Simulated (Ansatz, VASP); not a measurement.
## Zr2N in VASP and in Ansatz

```
Zr N
1.0
     5.36802    0.00000    0.00000
     0.00000    5.36802    0.00000
     0.00000    0.00000    3.27407
Zr N
4 2
Cartesian
  1.5885 1.5885 0.0000
  3.7795 3.7795 0.0000
  4.2725 1.0955 1.6370
  1.0955 4.2725 1.6370
  0.0000 0.0000 0.0000
  2.6840 2.6840 1.6370
```

Alike in both runs: functional PBEsol; k mesh 8 × 8 × 10; occupations fermi-dirac, width 0.15 eV; no spin polarisation.

Ansatz relaxed the structure, and its values are those at the end. VASP's run is a single point on that final structure, the one shown.

```csv
,VASP,Ansatz
version,VASP 6.6.1,Ansatz 0.2.0
potentials or method,"VASP PAW PBE potentials, release 64 (Zr_sv, N), cutoff 520 eV","scalar-relativistic, plane waves, PAW"
valence electrons in the cell,58,58
```

```tsv
	VASP	Ansatz	Ansatz less VASP
gap on the k mesh at the Fermi level (eV)	none	none	-
pressure (GPa)	0.3	0.0	-0.26
```

VASP's potentials were made for PBE, not for PBEsol. A gap of «none» marks a metal or a gap that the smearing closes.
